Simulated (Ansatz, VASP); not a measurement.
In2SbAs in VASP and in Ansatz

INCAR

```
ALGO = Normal
EDIFF = 1E-7
ENCUT = 520
GGA = PE
ISIF = 2
ISMEAR = -1
LASPH = T
LCHARG = F
LREAL = F
LWAVE = F
NBANDS = 46
NELM = 80
PREC = Accurate
SIGMA = 0.02
```

The input KPOINTS:

```
k-points
0
Gamma
  6 6 6
```

POSCAR

```
In2SbAs
1.0
   -3.2712467322      3.2712467322      6.5174751714
    3.2712467322     -3.2712467322      6.5174751714
    3.2712467322      3.2712467322     -6.5174751714
As In Sb
2 4 2
Direct
    0.0000000000      0.0000000000      0.0000000000
    0.2500000000      0.7500000000      0.5000000000
    0.6250000000      0.6472307510      0.5222307510
    0.8972307510      0.3750000000      0.0222307510
    0.1250000000      0.1027692490      0.4777692490
    0.3527692490      0.8750000000     -0.0222307510
    0.5000000000      0.5000000000      0.0000000000
    0.7500000000      0.2500000000      0.5000000000
```

Input for Ansatz:

```yaml
crystal:
  lattice:
    - [-3.2712467322, 3.2712467322, 6.5174751714]
    - [3.2712467322, -3.2712467322, 6.5174751714]
    - [3.2712467322, 3.2712467322, -6.5174751714]
  atoms:
    - { symbol: As, position: [0.0, 0.0, 0.0] }
    - { symbol: In, position: [0.625, 0.647230751, 0.522230751] }
    - { symbol: As, position: [0.25, 0.75, 0.5] }
    - { symbol: In, position: [0.897230751, 0.375, 0.022230751] }
    - { symbol: Sb, position: [0.5, 0.5, 0.0] }
    - { symbol: In, position: [0.125, 0.102769249, 0.477769249] }
    - { symbol: Sb, position: [0.75, 0.25, 0.5] }
    - { symbol: In, position: [0.352769249, 0.875, -0.022230751] }
kpoints:
  mp_grid: { grid: [6, 6, 6] }
hamiltonian:
  xc: pbe
scf:
  occupations: { method: fermi_dirac, width: 0.02 }
  n_extra_bands: 6
output:
  forces: true
  stress: true
  eigenvalues: true
```

Alike in both runs: task single point; functional PBE; k mesh 6 × 6 × 6; occupations fermi-dirac, width 0.02 eV; no spin polarisation.

```csv
,VASP,Ansatz
version,VASP 6.6.1,Ansatz 0.2.0
potentials or method,"VASP PAW PBE potentials, release 64 (As, In_d, Sb)","plane waves, PAW"
plane-wave cutoff (eV),520,420
valence electrons in the cell,72,112
```

VASP gave:

```
pressure (GPa)                     : -2.1
rms of the force components (eV/Å) : 0.008
```

Problem. Which values does Ansatz return?

Solution. Pressure (GPa): -2.1; rms of the force components (eV/Å): 0.006.

With one functional, cell and mesh, what is left measures potentials, basis and numerics. VASP's potentials hold 72 valence electrons a cell and Ansatz's 112, so a difference there can come from the potentials and not from the codes.

Spin-orbit coupling is off throughout.
